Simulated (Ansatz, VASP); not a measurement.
# CoPtO2 in VASP and in Ansatz

```
O Co Pt
1.0
     2.85479    0.00000    0.00000
    -1.42739    2.47232    0.00000
     0.00000    0.00000   24.91304
O Co Pt
4 2 2
Direct
  0.00000 0.00000 0.30105
  0.66667 0.33333 0.37903
  0.66667 0.33333 0.54032
  0.33333 0.66667 0.61831
  0.33333 0.66667 0.34004
  0.00000 0.00000 0.57931
  0.66667 0.33333 0.45968
  0.33333 0.66667 0.69895
```

Alike in both runs: task single point; functional PBE; k mesh 12 × 12 × 1; occupations gaussian, width 0.1 eV; no spin polarisation.

|  | VASP | Ansatz |
| --- | --- | --- |
| version | VASP 6.6.1 | Ansatz 0.2.0 |
| potentials or method | VASP PAW PBE potentials, release 64 (O, Co, Pt), cutoff 520 eV | scalar-relativistic, plane waves, PAW |
| valence electrons in the cell | 62 | 94 |

```csv
,VASP,Ansatz,Ansatz less VASP
gap on the k mesh at the Fermi level (eV),none,none,-
rms of the force components (eV/Å),0.453,0.460,+0.0069
"work function, face that differs most (eV)",7.78,7.73,-0.057
```

A gap of «none» marks a metal or a gap that the smearing closes. VASP's potentials hold 62 valence electrons a cell and Ansatz's 94, so a difference there can come from the potentials and not from the codes. Ansatz's warnings: xc potential rough in thin density.

Spin-orbit coupling is off throughout.
